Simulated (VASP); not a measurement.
# MgB2 (P6/mmm) in VASP: notebook, part 2 of 2

VASP 6.6.1. The steps go on from the part before.

### 3 Single point, PBE

File INCAR:

```
ALGO     = Normal         # electronic algorithm
EDIFF    = 1E-7           # SCF threshold, eV
ENCUT    = 520            # plane-wave cutoff, eV
GGA      = PE             # functional
ISIF     = 2              # what is computed and relaxed
ISMEAR   = 0              # smearing method
LASPH    = True           # aspherical terms in the spheres
LCHARG   = False          # write CHGCAR
LREAL    = False          # projectors in reciprocal space
LWAVE    = False          # write WAVECAR
NBANDS   = 11             # bands
NELM     = 80             # most SCF steps
PREC     = Accurate       # precision mode
SIGMA    = 0.1            # smearing width, eV
```

File KPOINTS:

```
k-points
0
Gamma
  18 18 12
```

File POSCAR:

```
MgB2
1.0
    2.9728606555      0.0000000000      0.0000000000
   -1.4864303277      2.5745728496      0.0000000000
    0.0000000000      0.0000000000      3.3183001556
Mg B
1 2
Direct
    0.0000000000      0.0000000000      0.0000000000
    0.3333333333      0.6666666667      0.5000000000
    0.6666666667      0.3333333333      0.5000000000
```

Potentials or basis: VASP PAW PBE potentials, release 64 (Mg, B).

The run is started by

```console
$ cat potpaw_PBE.64/Mg/POTCAR potpaw_PBE.64/B/POTCAR > POTCAR
$ mpirun -np 1 vasp_std > vasp.out
```

OUTCAR:

```text
EDIFF = 1E-7
   ENCUT = 520
   GGA = PE
   ISIF = 2
   ISMEAR = 0
   LASPH = True
   LREAL = False
   NELM = 80
   PREC = Accurate

 ion  position               nearest neighbor table
   1  0.000  0.000  0.000-   2 2.39   3 2.39   2 2.39   3 2.39   2 2.39   2 2.39   3 2.39   3 2.39
                             3 2.39   3 2.39   2 2.39   2 2.39
   2  0.333  0.667  0.500-   3 1.72   3 1.72   3 1.72   1 2.39   1 2.39   1 2.39   1 2.39   1 2.39
                             1 2.39
   3  0.667  0.333  0.500-   2 1.72   2 1.72   2 1.72   1 2.39   1 2.39   1 2.39   1 2.39   1 2.39
                             1 2.39

  LATTYP: Found a hexagonal cell.
 ALAT       =     2.9728606555
 C/A-ratio  =     1.1161976763

  Lattice vectors:

 A1 = (   2.9728606555,   0.0000000000,   0.0000000000)
 A2 = (  -1.4864303277,   2.5745728496,   0.0000000000)
 A3 = (   0.0000000000,   0.0000000000,   3.3183001556)

Analysis of symmetry for initial positions (statically):
=====================================================================
 Subroutine PRICEL returns:
 Original cell was already a primitive cell.

 Routine SETGRP: Setting up the symmetry group for a
 hexagonal supercell.

 Subroutine GETGRP returns: Found 24 space group operations
 (whereof 24 operations were pure point group operations)
 out of a pool of 24 trial point group operations.

The static configuration has the point symmetry D_6h.

Analysis of symmetry for dynamics (positions and initial velocities):
=====================================================================
 Subroutine PRICEL returns:
 Original cell was already a primitive cell.

 Routine SETGRP: Setting up the symmetry group for a
 hexagonal supercell.

 Subroutine GETGRP returns: Found 24 space group operations
 (whereof 24 operations were pure point group operations)
 out of a pool of 24 trial point group operations.

The dynamic configuration has the point symmetry D_6h.

 Subroutine INISYM returns: Found 24 space group operations
 (whereof 24 operations are pure point group operations),
 and found     1 'primitive' translations

----------------------------------------------------------------------------------------

                                     Primitive cell

  volume of cell :      25.3978

  direct lattice vectors                    reciprocal lattice vectors
     2.972860655  0.000000000  0.000000000     0.336376344  0.194206973  0.000000000
    -1.486430328  2.574572850  0.000000000     0.000000000  0.388413946  0.000000000
     0.000000000  0.000000000  3.318300156     0.000000000  0.000000000  0.301359116

  length of vectors
     2.972860655  2.972860655  3.318300156     0.388413946  0.388413946  0.301359116

  position of ions in fractional coordinates (direct lattice)
     0.000000000  0.000000000  0.000000000
     0.333333333  0.666666667  0.500000000
     0.666666667  0.333333333  0.500000000

  ion indices of the primitive-cell ions
   primitive index   ion index
                 1           1
                 2           2
                 3           3

[... 52 lines left out ...]
 [... further k-points ...]
   k-points           NKPTS =    259   k-points in BZ     NKDIM =    259   number of bands    NBANDS=     11
   number of dos      NEDOS =    301   number of ions     NIONS =      3
   total plane-waves  NPLWV =  16128
   dimension x,y,z NGX =    24 NGY =   24 NGZ =   28
   dimension x,y,z NGXF=    48 NGYF=   48 NGZF=   56
   ions per type =               1   2
   NGX,Y,Z   is equivalent  to a cutoff of  13.42, 13.42, 14.03 a.u.
   NGXF,Y,Z  is equivalent  to a cutoff of  26.84, 26.84, 28.06 a.u.
 SYSTEM =  unknown system
   PREC   = accura    normal or accurate (medium, high low for compatibility)
   ISTART =      0    job   : 0-new  1-cont  2-samecut
   ICHARG =      2    charge: 1-file 2-atom 10-const
   ISPIN  =      1    spin polarized calculation?
   LNONCOLLINEAR =      F non collinear calculations
   LSORBIT =      F    spin-orbit coupling
   LASPH  =      T    aspherical Exc in radial PAW
   ENCUT  =  520.0 eV  38.22 Ry    6.18 a.u.   5.53  5.53  6.17*2*pi/ulx,y,z
   NELM   =     80;   NELMIN=  2; NELMDL= -5     # of ELM steps
   EDIFF  = 0.1E-06   stopping-criterion for ELM
   LREAL  =      F    real-space projection
   EDIFFG = 0.1E-05   stopping-criterion for IOM
   NSW    =      0    number of steps for IOM
   IBRION =     -1    ionic relax: 0-MD 1-quasi-New 2-CG
   NFREE  =      0    steps in history (QN), initial steepest desc. (CG)
   ISIF   =      2    stress and relaxation
   ISYM   =      2    0-nonsym 1-usesym 2-fastsym
   POTIM  = 0.5000    time-step for ionic-motion
   TEBEG  =    0.0;   TEEND  =   0.0 temperature during run
   PSTRESS=    0.0 pullay stress
   NELECT =       8.0000    total number of electrons
   NUPDOWN=      -1.0000    fix difference up-down
   EMIN   =  10.00;   EMAX   =-10.00  energy-range for DOS
   EFERMI =   0.00;   METHOD = LEGACY
   ISMEAR =     0;   SIGMA  =   0.10  broadening in eV -4-tet -1-fermi 0-gaus
   EFERMI_NEDOS =   21; number of points for ismear=-14 and -15
   IALGO  =     38    algorithm
   IMIX   =      4    mixing-type and parameters
     AMIX     =   0.40;   BMIX     =  1.00
     AMIX_MAG =   1.60;   BMIX_MAG =  1.00
  volume/ion in A,a.u.               =       8.47        57.13
  Fermi-wavevector in a.u.,A,eV,Ry     =   1.113883  2.104934 16.881238  1.240736
  Thomas-Fermi vector in A             =   2.250473
   LORBIT       =      0    0 simple, 1 ext, 2 COOP (PROOUT), +10 PAW based schemes
   GGA     = PE    functional components
   LHFCALC =     F    Hartree Fock is set to
   AEXX    =    0.0000 exact exchange contribution
   IVDW    =     0    specifies the selected vdW correction
   LEPSILON=     F    determine dielectric tensor
   LRPA    =     F    only Hartree local field effects (RPA)
 non-spin polarized calculation
 Gauss-broadening in eV      SIGMA  =   0.10
  energy-cutoff  :      520.00
  volume of cell :       25.40
 maximum number of plane-waves:       709
 NGX is ok and might be reduce to    24
   NGX = 11   NGY = 11   NGZ = 13

 number of electron       8.0000000 magnetization

 Free energy of the ion-electron system (eV)
  ---------------------------------------------------
  ext. energy  EPLUGINS =         0.00000000
  ---------------------------------------------------
  free energy    TOTEN  =       -15.10308895 eV

  energy without entropy =      -15.10007089  energy(sigma->0) =      -15.10157992

 E-fermi :   6.1979     XC(G=0): -11.4563

 val. band max:        6.1960578340   @ k =   0.2778   0.2222   0.4167
 cond. band min:       6.2071932541   @ k =   0.3333   0.2778   0.1667
 fundamental gap:      0.0111354201
 Fermi energy:         6.1979000899

 k-point     1 :       0.0000    0.0000    0.0000
  band No.  band energies     occupation
      1      -6.9834      2.00000
      2       3.3003      2.00000
      3       6.5661      0.00000
      4       6.5661      0.00000
      5       8.6188      0.00000
      6      12.8963      0.00000
      7      12.8963      0.00000
      8      15.4070      0.00000
      9      17.2525      0.00000
     10      20.1808      0.00000
     11      23.7690      0.00000
[... 309 lines left out ...]
 k-point    24 :       0.3889    0.1111    0.0000
  band No.  band energies     occupation
      1      -3.2805      2.00000
      2      -1.2843      2.00000
      3       2.9248      2.00000
      4       6.5035      0.00002
      5      10.0235      0.00000
      6      11.1932      0.00000
      7      12.6423      0.00000
      8      15.2786      0.00000
      9      18.4514      0.00000
     10      20.7194      0.00000
     11      21.4973      0.00000

 [... further k-points ...]

------------------------ aborting loop because EDIFF is reached ----------------------------------------

  FORCE on cell =-STRESS in cart. coord.  units (eV):
  Direction    XX          YY          ZZ          XY          YZ          ZX
  --------------------------------------------------------------------------------------
  -------------------------------------------------------------------------------------
  Total        3.6594983      3.6594983      3.6237684      0.0000000     -0.0000000      0.0000000
  in kB      230.8536399    230.8536399    228.5996780      0.0000000     -0.0000000      0.0000000
  external PRESSURE =     230.1023193 kB  Pullay stress =       0.0000000 kB

 VOLUME and BASIS-vectors are now :
 -----------------------------------------------------------------------------
  energy-cutoff  :      520.00
  volume of cell :       25.40
      direct lattice vectors                 reciprocal lattice vectors
     2.972860655  0.000000000  0.000000000     0.336376344  0.194206973  0.000000000
    -1.486430328  2.574572850  0.000000000     0.000000000  0.388413946  0.000000000
     0.000000000  0.000000000  3.318300156     0.000000000  0.000000000  0.301359116

 POSITION                                       TOTAL-FORCE (eV/Angst)
 -----------------------------------------------------------------------------------
      0.00000      0.00000      0.00000        -0.000000      0.000000      0.000000
     -0.00000      1.71638      1.65915         0.000000     -0.000000      0.000000
      1.48643      0.85819      1.65915        -0.000000      0.000000     -0.000000
 -----------------------------------------------------------------------------------
    total drift:                                0.000000     -0.000000      0.000000

  FREE ENERGIE OF THE ION-ELECTRON SYSTEM (eV)
  ---------------------------------------------------
  free  energy   TOTEN  =       -15.1030889550 eV

  energy  without entropy=      -15.1000708863  energy(sigma->0) =      -15.10157992
```

Run time: 23 s. Hardware: 1 thread of Intel Xeon 6975P-C (Granite Rapids), shared host; peak memory 0.2 GiB.

What came out:

| Property | Result |
| --- | --- |
| Free energy | -15.1031 eV |
| Pressure | 23.0 GPa |
| Band gap on the k mesh | zero (band 4 reaches 8.29 eV, above the bottom of band 5 at 3.96 eV) |

Stress tensor (GPa, compression positive):
```
23.09  0.00  0.00
 0.00 23.09  0.00
 0.00  0.00 22.86
```
